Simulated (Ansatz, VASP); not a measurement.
**Al: VASP beside Ansatz**

```
Al
1.0
    -1.58377    1.58377    1.58377
     1.58377   -1.58377    1.58377
     1.58377    1.58377   -1.58377
Al
1
Cartesian
  0.0000 0.0000 0.0000
```

Alike in both runs: functional PBEsol; dispersion D3(BJ); k mesh 12 × 12 × 12; no spin polarisation.

Ansatz relaxed the structure, and its values are those at the end. VASP's run is a single point on that final structure, the one shown.

```csv
,VASP,Ansatz
version,VASP 6.6.1,Ansatz 0.2.0
potentials or method,"VASP PAW PBE potentials, release 64 (Al)","plane waves, PAW"
plane-wave cutoff (eV),520,420
occupations,"methfessel-paxton of order 1, width 0.15 eV","cold, width 0.15 eV"
valence electrons in the cell,3,3
```

```csv
,VASP,Ansatz,Ansatz less VASP
pressure (GPa),0.1,0.0,-0.14
```

VASP's potentials were made for PBE, not for PBEsol. Ansatz's warnings: stress scf threshold loose.
